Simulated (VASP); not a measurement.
# Sr in VASP: further runs

The runs below take Sr through single point, relaxation of cell and atoms, with PBEsol.

Program: VASP 6.6.1. These are calculated values, not measurements. Logs are shortened: lines on timing, memory, paths and dates and some standing lists are left out, and cuts for length are marked.

**1. The cell of the first run**

The structure is cubic, space group Fm-3m (No. 225). Conventional cell: a = 5.916 Å, b = 5.916 Å, c = 5.916 Å, α = 90.00°, β = 90.00°, γ = 90.00°. Within 5.5 Å of Sr (site symmetry m-3m) lie 12 Sr at 4.18 Å.

**2. Single point, PBEsol**

Input file INCAR:

```
ALGO = Fast
EDIFF = 1E-6
ENCUT = 520
GGA = PS
ISIF = 2
ISMEAR = 0
LASPH = True
LCHARG = False
LREAL = False
LWAVE = False
NBANDS = 11
NELM = 80
PREC = Accurate
SIGMA = 0.01
```

Input file KPOINTS:

```
k-points
0
Gamma
  10 10 10
```

Input file POSCAR:

```
Sr
1.0
    0.0000000000      2.9579193979      2.9579193979
    2.9579193979      0.0000000000      2.9579193979
    2.9579193979      2.9579193979      0.0000000000
Sr
1
Direct
    0.0000000000      0.0000000000      0.0000000000
```

Potentials or basis: VASP PAW PBE potentials, release 64 (Sr_sv).

Launch:

```console
cat potpaw_PBE.64/Sr_sv/POTCAR > POTCAR
mpirun -np 1 vasp_std > vasp.out
```

OUTCAR:

```text
EDIFF = 1E-6
   ENCUT = 520
   GGA = PS
   ISIF = 2
   ISMEAR = 0
   LASPH = True
   LREAL = False
   NELM = 80
   PREC = Accurate

 ion  position               nearest neighbor table
   1  0.000  0.000  0.000-

  LATTYP: Found a face centered cubic cell.
 ALAT       =     5.9158387958

  Lattice vectors:

 A1 = (   0.0000000000,   2.9579193979,   2.9579193979)
 A2 = (   2.9579193979,   0.0000000000,   2.9579193979)
 A3 = (   2.9579193979,   2.9579193979,   0.0000000000)

Analysis of symmetry for initial positions (statically):
=====================================================================
 Subroutine PRICEL returns:
 Original cell was already a primitive cell.

 Routine SETGRP: Setting up the symmetry group for a
 face centered cubic supercell.

 Subroutine GETGRP returns: Found 48 space group operations
 (whereof 48 operations were pure point group operations)
 out of a pool of 48 trial point group operations.

The static configuration has the point symmetry O_h .

Analysis of symmetry for dynamics (positions and initial velocities):
=====================================================================
 Subroutine PRICEL returns:
 Original cell was already a primitive cell.

 Routine SETGRP: Setting up the symmetry group for a
 face centered cubic supercell.

 Subroutine GETGRP returns: Found 48 space group operations
 (whereof 48 operations were pure point group operations)
 out of a pool of 48 trial point group operations.

The dynamic configuration has the point symmetry O_h .

 Subroutine INISYM returns: Found 48 space group operations
 (whereof 48 operations are pure point group operations),
 and found     1 'primitive' translations

----------------------------------------------------------------------------------------

                                     Primitive cell

  volume of cell :      51.7594

  direct lattice vectors                    reciprocal lattice vectors
     0.000000000  2.957919398  2.957919398    -0.169037737  0.169037737  0.169037737
     2.957919398  0.000000000  2.957919398     0.169037737 -0.169037737  0.169037737
     2.957919398  2.957919398  0.000000000     0.169037737  0.169037737 -0.169037737

  length of vectors
     4.183129729  4.183129729  4.183129729     0.292781948  0.292781948  0.292781948

  position of ions in fractional coordinates (direct lattice)
     0.000000000  0.000000000  0.000000000

  ion indices of the primitive-cell ions
   primitive index   ion index
                 1           1

----------------------------------------------------------------------------------------

 KPOINTS: k-points

Automatic generation of k-mesh.
 Grid dimensions read from file:
 generate k-points for:   10   10   10

 Generating k-lattice:

  Cartesian coordinates                     Fractional coordinates (reciprocal lattice)
    -0.016903774  0.016903774  0.016903774     0.100000000  0.000000000  0.000000000
     0.016903774 -0.016903774  0.016903774     0.000000000  0.100000000  0.000000000
     0.016903774  0.016903774 -0.016903774     0.000000000  0.000000000  0.100000000

  Length of vectors
     0.029278195  0.029278195  0.029278195

  Shift w.r.t. Gamma in fractional coordinates (k-lattice)
     0.000000000  0.000000000  0.000000000

 Subroutine IBZKPT returns following result:
 ===========================================

 Found     47 irreducible k-points:

 Following reciprocal coordinates:
            Coordinates               Weight
  0.000000  0.000000  0.000000      1.000000
  0.100000  0.000000  0.000000      8.000000
  0.200000  0.000000  0.000000      8.000000
  0.300000  0.000000  0.000000      8.000000
  0.400000  0.000000  0.000000      8.000000
  0.500000  0.000000  0.000000      4.000000
[... 16 lines left out ...]
  0.300000  0.300000  0.000000      6.000000
  0.400000  0.300000  0.000000     24.000000
 [... further k-points ...]
   k-points           NKPTS =     47   k-points in BZ     NKDIM =     47   number of bands    NBANDS=     11
   number of dos      NEDOS =    301   number of ions     NIONS =      1
   total plane-waves  NPLWV =  32768
   dimension x,y,z NGX =    32 NGY =   32 NGZ =   32
   dimension x,y,z NGXF=    64 NGYF=   64 NGZF=   64
   ions per type =               1
   NGX,Y,Z   is equivalent  to a cutoff of  12.72, 12.72, 12.72 a.u.
   NGXF,Y,Z  is equivalent  to a cutoff of  25.43, 25.43, 25.43 a.u.
 SYSTEM =  unknown system
   PREC   = accura    normal or accurate (medium, high low for compatibility)
   ISTART =      0    job   : 0-new  1-cont  2-samecut
   ICHARG =      2    charge: 1-file 2-atom 10-const
   ISPIN  =      1    spin polarized calculation?
   LNONCOLLINEAR =      F non collinear calculations
   LSORBIT =      F    spin-orbit coupling
   LASPH  =      T    aspherical Exc in radial PAW
   ENCUT  =  520.0 eV  38.22 Ry    6.18 a.u.   7.78  7.78  7.78*2*pi/ulx,y,z
   NELM   =     80;   NELMIN=  2; NELMDL= -5     # of ELM steps
   EDIFF  = 0.1E-05   stopping-criterion for ELM
   LREAL  =      F    real-space projection
   EDIFFG = 0.1E-04   stopping-criterion for IOM
   NSW    =      0    number of steps for IOM
   IBRION =     -1    ionic relax: 0-MD 1-quasi-New 2-CG
   NFREE  =      0    steps in history (QN), initial steepest desc. (CG)
   ISIF   =      2    stress and relaxation
   ISYM   =      2    0-nonsym 1-usesym 2-fastsym
   POTIM  = 0.5000    time-step for ionic-motion
   TEBEG  =    0.0;   TEEND  =   0.0 temperature during run
   PSTRESS=    0.0 pullay stress
   NELECT =      10.0000    total number of electrons
   NUPDOWN=      -1.0000    fix difference up-down
   EMIN   =  10.00;   EMAX   =-10.00  energy-range for DOS
   EFERMI =   0.00;   METHOD = LEGACY
   ISMEAR =     0;   SIGMA  =   0.01  broadening in eV -4-tet -1-fermi 0-gaus
   EFERMI_NEDOS =   21; number of points for ismear=-14 and -15
   IALGO  =     68    algorithm
   IMIX   =      4    mixing-type and parameters
     AMIX     =   0.40;   BMIX     =  1.00
     AMIX_MAG =   1.60;   BMIX_MAG =  1.00
  volume/ion in A,a.u.               =      51.76       349.29
  Fermi-wavevector in a.u.,A,eV,Ry     =   0.946408  1.788452 12.186582  0.895688
  Thomas-Fermi vector in A             =   2.074403
   LORBIT       =      0    0 simple, 1 ext, 2 COOP (PROOUT), +10 PAW based schemes
   GGA     = PS    functional components
   LHFCALC =     F    Hartree Fock is set to
   AEXX    =    0.0000 exact exchange contribution
   IVDW    =     0    specifies the selected vdW correction
   LEPSILON=     F    determine dielectric tensor
   LRPA    =     F    only Hartree local field effects (RPA)
 non-spin polarized calculation
 RMM-DIIS sequential band-by-band and
 Gauss-broadening in eV      SIGMA  =   0.01
  energy-cutoff  :      520.00
  volume of cell :       51.76
 maximum number of plane-waves:      1411
   NGX = 15   NGY = 15   NGZ = 15

 number of electron      10.0000000 magnetization

 Free energy of the ion-electron system (eV)
  ---------------------------------------------------
  ext. energy  EPLUGINS =         0.00000000
  ---------------------------------------------------
  free energy    TOTEN  =        -1.83858311 eV

  energy without entropy =       -1.83846717  energy(sigma->0) =       -1.83852514

 E-fermi :   1.7214     XC(G=0):  -7.6213

 val. band max:        1.7120669931   @ k =  -0.4000   0.3000   0.0000
 cond. band min:       1.7306485876   @ k =  -0.3000   0.4000   0.2000
 fundamental gap:      0.0185815945
 Fermi energy:         1.7213901604

 k-point     1 :       0.0000    0.0000    0.0000
  band No.  band energies     occupation
      1     -34.7118      2.00000
      2     -16.6012      2.00000
      3     -16.6012      2.00000
      4     -16.6012      2.00000
      5      -2.0476      2.00000
      6       4.1018      0.00000
      7       4.1018      0.00000
      8       4.1018      0.00000
      9       5.6770      0.00000
     10       5.6770      0.00000
     11       9.0061      0.00000

 k-point     2 :       0.1000    0.0000    0.0000
  band No.  band energies     occupation
      1     -34.7100      2.00000
      2     -16.6255      2.00000
      3     -16.6044      2.00000
      4     -16.6044      2.00000
      5      -1.8768      2.00000
      6       3.8439      0.00000
      7       4.1807      0.00000
      8       4.1807      0.00000
      9       5.5720      0.00000
     10       5.5720      0.00000
     11       9.4342      0.00000

 k-point     3 :       0.2000    0.0000    0.0000
  band No.  band energies     occupation
      1     -34.7053      2.00000
      2     -16.6884      2.00000
      3     -16.6128      2.00000
      4     -16.6128      2.00000
      5      -1.3909      2.00000
      6       3.2851      0.00000
      7       4.2899      0.00000
      8       4.2899      0.00000
      9       5.4987      0.00000
     10       5.4987      0.00000
     11       9.2105      0.00000

 k-point     4 :       0.3000    0.0000    0.0000
  band No.  band energies     occupation
      1     -34.6994      2.00000
      2     -16.7646      2.00000
      3     -16.6231      2.00000
      4     -16.6231      2.00000
      5      -0.6736      2.00000
      6       2.6903      0.00000
      7       4.1857      0.00000
      8       4.1857      0.00000
      9       5.8515      0.00000
     10       5.8515      0.00000
     11       8.3956      0.00000
[... 239 lines left out ...]
 k-point    22 :      -0.2000    0.2000    0.0000
  band No.  band energies     occupation
      1     -34.6974      2.00000
      2     -16.7525      2.00000
      3     -16.6698      2.00000
      4     -16.6220      2.00000
      5      -0.4091      2.00000
      6       2.7687      0.00000
      7       3.5286      0.00000
      8       4.6730      0.00000
      9       4.9990      0.00000
     10       6.6191      0.00000
     11       8.9345      0.00000

 k-point    23 :       0.3000    0.3000    0.0000
  band No.  band energies     occupation
      1     -34.6954      2.00000
      2     -16.7569      2.00000
      3     -16.6598      2.00000
      4     -16.6598      2.00000
      5      -0.2509      2.00000
      6       2.5187      0.00000
      7       3.4533      0.00000
      8       5.1783      0.00000
      9       5.1783      0.00000
     10       6.3624      0.00000
     11      10.0893      0.00000

 k-point    24 :       0.4000    0.3000    0.0000
  band No.  band energies     occupation
      1     -34.6917      2.00000
      2     -16.7893      2.00000
      3     -16.6775      2.00000
      4     -16.6698      2.00000
      5       0.3201      2.00000
      6       2.2937      0.00000
      7       3.0823      0.00000
      8       5.3305      0.00000
      9       5.7083      0.00000
     10       6.7051      0.00000
     11       8.5226      0.00000

 [... further k-points ...]

------------------------ aborting loop because EDIFF is reached ----------------------------------------

  FORCE on cell =-STRESS in cart. coord.  units (eV):
  Direction    XX          YY          ZZ          XY          YZ          ZX
  --------------------------------------------------------------------------------------
  -------------------------------------------------------------------------------------
  Total        0.0023434      0.0023434      0.0023434      0.0000000     -0.0000000     -0.0000000
  in kB        0.0725395      0.0725395      0.0725395      0.0000000     -0.0000000     -0.0000000
  external PRESSURE =       0.0725395 kB  Pullay stress =       0.0000000 kB

 VOLUME and BASIS-vectors are now :
 -----------------------------------------------------------------------------
  energy-cutoff  :      520.00
  volume of cell :       51.76
      direct lattice vectors                 reciprocal lattice vectors
     0.000000000  2.957919398  2.957919398    -0.169037737  0.169037737  0.169037737
     2.957919398  0.000000000  2.957919398     0.169037737 -0.169037737  0.169037737
     2.957919398  2.957919398  0.000000000     0.169037737  0.169037737 -0.169037737

 POSITION                                       TOTAL-FORCE (eV/Angst)
 -----------------------------------------------------------------------------------
      0.00000      0.00000      0.00000         0.000000      0.000000     -0.000000
 -----------------------------------------------------------------------------------
    total drift:                                0.000000      0.000000      0.000000

  FREE ENERGIE OF THE ION-ELECTRON SYSTEM (eV)
  ---------------------------------------------------
  free  energy   TOTEN  =        -1.8385831050 eV

  energy  without entropy=       -1.8384671749  energy(sigma->0) =       -1.83852514
```

It took 17 s on 1 thread of Intel Xeon Platinum 8259CL at 2.50GHz (Skylake/Cascade Lake), shared host; peak memory 0.18 GiB.

What came out:

| Property | Result |
| --- | --- |
| Free energy | -1.8386 eV |
| Pressure | 0.0 GPa |
| Band gap on the k mesh | zero (bands 5 and 6 overlap by 0.02 eV) |

Caveat: the PAW data sets were made with another functional, which shifts forces and pressure a little.

**3. Single point, PBEsol**

Input file INCAR:

```
PREC     = Accurate       # precision mode
ENCUT    = 520            # plane-wave cutoff, eV
EDIFF    = 1E-7           # SCF threshold, eV
ISMEAR   = 0              # smearing method
SIGMA    = 0.1            # smearing width, eV
LREAL    = F              # projectors in reciprocal space
LASPH    = T              # aspherical terms in the spheres
NELM     = 60             # most SCF steps
ALGO     = Normal         # electronic algorithm
ISIF     = 2              # what is computed and relaxed
LWAVE    = F              # write WAVECAR
LCHARG   = F              # write CHGCAR
GGA      = PS             # functional
NBANDS   = 11             # bands
```

Input file KPOINTS:

```
regular mesh
0
Gamma
  12 12 12
```

POSCAR is that of step 2.

Potentials or basis: VASP PAW PBE potentials, release 64 (Sr_sv).

Launch:

```console
cat potpaw_PBE.64/Sr_sv/POTCAR > POTCAR
mpirun -np 1 vasp_std > vasp.out
```

Run time: 21 s. Hardware: 1 thread of Intel Xeon Platinum 8259CL at 2.50GHz (Skylake/Cascade Lake), shared host; peak memory 0.19 GiB.

Results (log left out):

```yaml
Free_energy: -1.8425 eV
Pressure: 0.0 GPa
Band_gap_on_the_k_mesh: zero (filled and empty bands overlap)
```

Levels at points of the mesh, in eV from the Fermi level:
```csv
k point,band 1,band 2,band 3,band 4,band 5,band 6,band 7,band 8,band 9,band 10
"(0.00, 0.00, 0.00)",-36.43,-18.32,-18.32,-18.32,-3.76,2.39,2.39,2.39,3.96,3.96
"(0.50, 0.00, 0.00)",-36.41,-18.57,-18.35,-18.35,-1.18,0.15,2.22,2.22,5.09,5.09
"(0.50, 0.50, 0.00)",-36.41,-18.55,-18.41,-18.41,-0.72,0.27,1.18,5.10,5.41,5.42
```

Caveat: the PAW data sets were made with another functional, which shifts forces and pressure a little.

(Part 1 of 2 ends here.)

The gap in the log of VASP goes by the Fermi energy; the results here count the filled bands.